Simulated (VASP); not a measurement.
Here is a VASP 6.6.1 calculation.

Contents of INCAR:

```
ALGO = Normal
EDIFF = 1E-6
ENCUT = 600
GGA = PS
GGA_COMPAT = F
ISIF = 2
ISMEAR = 1
LASPH = T
LCHARG = F
LREAL = F
LWAVE = F
NBANDS = 11
NELM = 120
PREC = Accurate
SIGMA = 0.05
```

KPOINTS

```
k-points
0
Gamma
  14 14 14
```

File POSCAR:

```
C
1.0
    1.2280290000      0.7090030000      3.3470110000
   -1.2280290000      0.7090030000      3.3470110000
    0.0000000000     -1.4180050000      3.3470110000
C
2
Direct
    0.8360000000      0.8360000000      0.8360000000
    0.1640000000      0.1640000000      0.1640000000
```

Potentials or basis: VASP PAW PBE potentials, release 64 (C).

Command:

```sh
$ cat potpaw_PBE.64/C/POTCAR > POTCAR
$ mpirun -np 1 vasp_std > vasp.out
```

(1) Estimate the largest force.

(2) What does it give for the band gap on the k mesh?

(3) What does it give for the pressure?

Results:

(1) 0.871 eV/Å.

(2) 0.55 eV, direct.

(3) 1.4 GPa.

Caveat: the PAW data sets were made with another functional, which shifts forces and pressure a little.
